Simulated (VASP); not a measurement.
# Ti5B7N12 in VASP: further runs, part 2 of 3

VASP 6.6.1.

## 3. Single point, PBE

This run uses another cell than the first one, of 9.63 Å³/atom.

INCAR

```
PREC = Accurate
ENCUT = 520
EDIFF = 1E-6
ISMEAR = -1
SIGMA = 0.05
LREAL = False
LASPH = True
NELM = 120
ALGO = Normal
ISIF = 2
LWAVE = False
LCHARG = False
GGA = PE
ISYM = 0
NBANDS = 88
GGA_COMPAT = False
```

KPOINTS

```
Automatic mesh
0
Gamma
  1 1 1
  0.25 0.25 0.25
```

POSCAR

```
Ti5B7N12
1.0
    6.0637790000     -0.1437410000      0.1403350000
   -0.1437410000      6.1871700000     -0.0470690000
    0.1403350000     -0.0470690000      6.1640550000
Ti N B
5 12 7
Direct
    0.2538582965      0.3345918455      0.3295753687
    0.7153883533      0.3418231645      0.4748218908
    0.5159583887      0.8258395057      0.4343631618
    0.2600447399      0.6401681370      0.7940683033
    0.6711133124      0.4592296731      0.0233393107
    0.7858341255      0.8627522278      0.6031595845
    0.6293574680      0.8000557540      0.0977604749
    0.3438114878      0.3802033831      1.0029139922
    0.5586433509      0.5353901737      0.6863555023
    0.4831208232      0.1413407545      0.4076357215
    0.9454885799      0.5187483679      0.7981445375
    0.3415310841      0.9831956132      0.8608294815
    0.7698382892      0.1300157012      0.9511763689
    0.9134001202      0.4940882439      0.2310419413
    0.2289788007      0.6496616554      0.4291457789
    1.0075760100      0.2020474047      0.5570260145
    0.0042729026      0.9276007158      0.2466406611
    0.7778384162      0.6528552387      0.6988692166
    0.0404048860      0.6823737373      0.2908809915
    0.8218039456      0.9617937290      0.1071912584
    0.9366447779      0.9923090706      0.4752311507
    0.2283387133      0.1948089194      0.8993874240
    0.9656375196      0.2443876208      0.7971924877
    0.5582563098      0.9762453195      0.9388861702
```

Potentials or basis: VASP PAW PBE potentials, release 64 (Ti_sv, N, B).

Command:

```sh
> cat potpaw_PBE.64/Ti_sv/POTCAR potpaw_PBE.64/N/POTCAR potpaw_PBE.64/B/POTCAR > POTCAR
> mpirun -np 1 vasp_std > vasp.out
```

OUTCAR:

```text
PREC = Accurate
   ENCUT = 520
   EDIFF = 1E-6
   ISMEAR = -1
   LREAL = False
   LASPH = True
   NELM = 120
   ISIF = 2
   GGA = PE
   ISYM = 0

 ion  position               nearest neighbor table
   1  0.254  0.335  0.330-  10 1.96  15 2.05   8 2.08  16 2.14
   2  0.715  0.342  0.475-  10 1.89   9 2.00  14 2.09  16 2.09  18 2.38   5 2.92
   3  0.516  0.826  0.434-  10 1.98   6 1.98  15 2.01   7 2.16   4 2.87
   4  0.260  0.640  0.794-  11 2.02   9 2.03   8 2.17  12 2.19  15 2.27   3 2.87
   5  0.671  0.459  0.023-  14 2.00   8 2.03  11 2.14   7 2.18  13 2.18   9 2.28  18 2.40   2 2.92

   6  0.786  0.863  0.603-  21 1.41  18 1.43   3 1.98
   7  0.629  0.800  0.098-  20 1.50  24 1.57   3 2.16   5 2.18
   8  0.344  0.380  0.003-  22 1.47   5 2.03   1 2.08   4 2.17
   9  0.559  0.535  0.686-  18 1.49   2 2.00   4 2.03   5 2.28
  10  0.483  0.141  0.408-   2 1.89   1 1.96   3 1.98
  11  0.945  0.519  0.798-  18 1.50  23 1.71   4 2.02   5 2.14
  12  0.342  0.983  0.861-  24 1.42  22 1.52   4 2.19
  13  0.770  0.130  0.951-  20 1.48  24 1.57  23 1.63   5 2.18
  14  0.913  0.494  0.231-  19 1.42   5 2.00   2 2.09
  15  0.229  0.650  0.429-  19 1.48   3 2.01   1 2.05   4 2.27
  16  0.008  0.202  0.557-  21 1.44  23 1.51   2 2.09   1 2.14
[... 185 lines left out ...]
      3     -50.9337      2.00000
      4     -50.8705      2.00000
      5     -50.6445      2.00000
      6     -27.6927      2.00000
[... 74 lines left out ...]
     81       8.5052      0.00000
     82       8.5544      0.00000
 [bands above 82 left out]

------------------------ aborting loop because EDIFF is reached ----------------------------------------

  FORCE on cell =-STRESS in cart. coord.  units (eV):
  Direction    XX          YY          ZZ          XY          YZ          ZX
  --------------------------------------------------------------------------------------
  -------------------------------------------------------------------------------------
  Total       -2.3102479    -15.0604141      1.7748471      0.7184969      4.5680527     -2.6906520
  in kB      -16.0234927   -104.4565107     12.3100421      4.9833744     31.6832486    -18.6619118
  external PRESSURE =     -36.0566538 kB  Pullay stress =       0.0000000 kB

 VOLUME and BASIS-vectors are now :
 -----------------------------------------------------------------------------
  energy-cutoff  :      520.00
  volume of cell :      231.00
      direct lattice vectors                 reciprocal lattice vectors
     6.063779000 -0.143741000  0.140335000     0.165090219  0.003807022 -0.003729484
    -0.143741000  6.187170000 -0.047069000     0.003807022  0.161721962  0.001148243
     0.140335000 -0.047069000  6.164055000    -0.003729484  0.001148243  0.162324545

 POSITION                                       TOTAL-FORCE (eV/Angst)
 -----------------------------------------------------------------------------------
      1.53750      2.01817      2.05140        -0.038176      0.595649     -0.795120
      4.35546      1.98974      3.01113         0.344687      0.491247     -0.347360
      3.07091      5.01500      2.71097        -0.771568      0.184085     -0.759474
      1.59627      3.88607      4.90104         0.483023      0.032624     -0.025498
      4.00675      2.74377      0.21643        -0.339874      0.882507      0.230447
      4.72576      5.19665      3.78758         0.039853     -1.969938      0.818636
[... 16 lines left out ...]
      5.93216      1.33574      5.03795         0.981207      0.679954      0.641804
      3.37658      5.91576      5.81974         0.239758     -0.339093      0.606039
 -----------------------------------------------------------------------------------
    total drift:                                0.000145     -0.000601     -0.000361

  FREE ENERGIE OF THE ION-ELECTRON SYSTEM (eV)
  ---------------------------------------------------
  free  energy   TOTEN  =      -205.4395983754 eV

  energy  without entropy=     -205.3691967542  energy(sigma->0) =     -205.40439756
```

OSZICAR:

```text
N       E                     dE             d eps       ncg     rms          rms(c)
DAV:   1     0.190460346618E+04    0.19046E+04   -0.67086E+04   176   0.178E+03
DAV:   2     0.145074628371E+03   -0.17595E+04   -0.16682E+04   176   0.541E+02
DAV:   3    -0.220193373493E+03   -0.36527E+03   -0.35396E+03   248   0.217E+02
[... 13 lines left out ...]
DAV:  17    -0.205439590694E+03   -0.32114E-04   -0.25690E-04   248   0.911E-02    0.272E-02
DAV:  18    -0.205439595534E+03   -0.48399E-05   -0.56279E-05   256   0.525E-02    0.176E-02
DAV:  19    -0.205439595886E+03   -0.35206E-06   -0.16201E-05   240   0.274E-02    0.638E-03
DAV:  20    -0.205439597710E+03   -0.18241E-05   -0.32983E-06   160   0.946E-03    0.305E-03
DAV:  21    -0.205439598375E+03   -0.66542E-06   -0.78716E-07   112   0.571E-03
   1 F= -.20543960E+03 E0= -.20540440E+03  d E =-.704016E-01
```

stdout:

```text
POSCAR found type information on POSCAR TiN B
 POSCAR found :  3 types and      24 ions
 scaLAPACK will be used
 -----------------------------------------------------------------------------
|                                                                             |
|                                                                             |
|     You have a (more or less) 'large supercell' and for larger cells it     |
|     might be more efficient to use real-space projection operators.         |
|     Therefore, try LREAL= Auto in the INCAR file.                           |
|     Mind: For very accurate calculation, you might also keep the            |
|     reciprocal projection scheme (i.e. LREAL=.FALSE.).                      |
|                                                                             |
 -----------------------------------------------------------------------------

 LDA part: xc-table for (Slater+PW92), standard interpolation
 POSCAR, INCAR and KPOINTS ok, starting setup
 FFT: planning ... GRIDC
 FFT: planning ... GRID_SOFT
 FFT: planning ... GRID
 WAVECAR not read
 entering main loop
```

Wall time 36 s (1 thread of Intel Xeon 6975P-C (Granite Rapids), shared host); peak memory 0.31 GiB.

Results:

```
Free energy            : -205.4396 eV
Pressure               : -3.6 GPa
Largest force          : 2.134 eV/Å
Band gap on the k mesh : zero (an odd number of electrons rules out a gap without spin polarisation)
```

Forces in eV/Å, atoms in the order of the input:
```
Ti  -0.038  0.596 -0.795
Ti   0.345  0.491 -0.347
Ti  -0.772  0.184 -0.759
Ti   0.483  0.033 -0.025
Ti  -0.340  0.883  0.230
N    0.040 -1.970  0.819
N   -0.082  1.441 -0.933
N   -0.894 -0.229  0.735
N    0.150  0.517 -0.613
N    0.134 -0.364 -0.227
N   -0.654  0.791 -0.525
N   -0.300 -0.117 -0.268
N   -0.438 -0.448  0.007
N   -0.826 -0.496  1.023
N    0.315 -0.060  0.897
N   -0.952 -1.375 -0.584
N   -0.104 -0.719 -0.276
B    0.490 -0.103 -0.128
B    0.530  0.887  0.761
B    0.220 -0.783  0.045
B    1.145  1.175  0.021
B    0.328 -0.673 -0.304
B    0.981  0.680  0.642
B    0.240 -0.339  0.606
```

Caveat: the k points lie up to 1.04 Å⁻¹ apart, too coarse for converged energies and pressures of a metal; the atoms stand as in a frame of molecular dynamics; an odd number of electrons without spin polarisation forces a metal; a magnetic or distorted state may lie lower.

## 4. Single point, PBE

This run uses another cell than the first one, of 9.63 Å³/atom.

INCAR

```
SYSTEM = Ti5B7N12
PREC     = Accurate       ! precision mode
ENCUT    = 520            ! plane-wave cutoff, eV
EDIFF    = 1E-6           ! SCF threshold, eV
ISMEAR   = -1             ! smearing method
SIGMA    = 0.05           ! smearing width, eV
LREAL    = .False.        ! projectors in reciprocal space
LASPH    = .True.         ! aspherical terms in the spheres
NELM     = 120            ! most SCF steps
ALGO     = Normal         ! electronic algorithm
ISIF     = 2              ! what is computed and relaxed
LWAVE    = .False.        ! write WAVECAR
LCHARG   = .False.        ! write CHGCAR
GGA      = PE             ! functional
ISYM     = 0            
NBANDS   = 88             ! bands
GGA_COMPAT= .False.
```

KPOINTS is that of step 3.

POSCAR

```
Ti5B7N12
1.0
    6.0637790000     -0.1437410000      0.1403350000
   -0.1437410000      6.1871700000     -0.0470690000
    0.1403350000     -0.0470690000      6.1640550000
Ti N B
5 12 7
Direct
    0.2381580868      0.3186967494      0.3266881659
    0.7007391429      0.3296845555      0.4661124365
    0.5056783215      0.8186867323      0.4307140995
    0.2569920922      0.6200597034      0.7990077319
    0.6566045612      0.4672296720      0.0311120573
    0.7836068365      0.8359431987      0.5918810823
    0.6290117541      0.8165174609      0.0801708122
    0.3433235813      0.3689314844      1.0116454057
    0.5525563877      0.5277268734      0.6989073874
    0.4686410915      0.1215028114      0.3829189175
    0.9307087674      0.5199097471      0.8049030414
    0.3400068343      0.9752294754      0.8414376927
    0.7797203964      0.1350845270      0.9488653543
    0.8772383344      0.5072875930      0.2611795771
    0.2104082864      0.6306525956      0.4555975799
    0.9845590329      0.2003028513      0.5510695416
    0.0118002764      0.9164955569      0.2490520506
    0.7717670465      0.6385432284      0.7119110168
    0.0279900518      0.6775509886      0.3212482146
    0.8365986528      0.9524431003      0.0845960123
    0.9293930653      0.9868453899      0.4804075320
    0.2379791995      0.1734235439      0.9001589152
    0.9774808744      0.2578190206      0.7946425697
    0.5709039199      0.9766457312      0.9343701405
```

Command:

```sh
> cat potpaw_PBE.64/Ti_sv/POTCAR potpaw_PBE.64/N/POTCAR potpaw_PBE.64/B/POTCAR > POTCAR
> mpirun -np 1 vasp_std > vasp.out
```

Run time: 35 s. Hardware: 1 thread of Intel Xeon 6975P-C (Granite Rapids), shared host; peak memory 0.31 GiB.

The run converged. Its results:

```
Free energy            : -205.1605 eV
Pressure               : -1.7 GPa
Largest force          : 2.917 eV/Å
Band gap on the k mesh : zero (an odd number of electrons rules out a gap without spin polarisation)
```

Forces in eV/Å, atoms in the order of the input:
```
Ti   0.232  0.216 -0.297
Ti  -0.653  0.725  0.570
Ti  -0.718 -0.301 -0.118
Ti  -0.095  0.554 -0.256
Ti  -0.026  0.299  0.201
N   -0.138 -0.154  0.913
N    0.550 -1.992  0.993
N   -1.258 -0.578  0.558
N    0.029 -0.262 -1.297
N    0.195  0.356  0.416
N    2.381 -0.990  0.969
N    2.092 -0.823  0.685
N    0.081 -0.376 -0.233
N   -0.270 -0.904 -0.107
N    1.242  0.227  0.228
N    0.131 -0.942  0.476
N   -1.146  0.063 -0.752
B   -0.784  1.290 -1.953
B    0.379  0.967 -0.147
B    0.716  0.056  2.269
B    0.624 -0.023 -0.913
B   -0.697  1.727 -0.913
B   -0.683 -0.248  0.287
B   -2.186  1.113 -1.578
```

Stress tensor (GPa, compression positive):
```
-0.13 -0.19 -2.03
-0.19 -6.93 -0.61
-2.03 -0.61  1.95
```

Levels at points of the mesh, in eV from the Fermi level:
| k point | band 68 | band 69 | band 70 | band 71 | band 72 | band 73 | band 74 | band 75 |
| --- | --- | --- | --- | --- | --- | --- | --- | --- |
| (0.25, 0.25, 0.25) | -1.79 | -1.26 | -0.35 | 0.00 | 0.35 | 0.45 | 0.74 | 0.84 |

Caveat: the k points lie up to 1.04 Å⁻¹ apart, too coarse for converged energies and pressures of a metal; the atoms stand as in a frame of molecular dynamics; an odd number of electrons without spin polarisation forces a metal; a magnetic or distorted state may lie lower.

(Continued in part 3 of 3.)
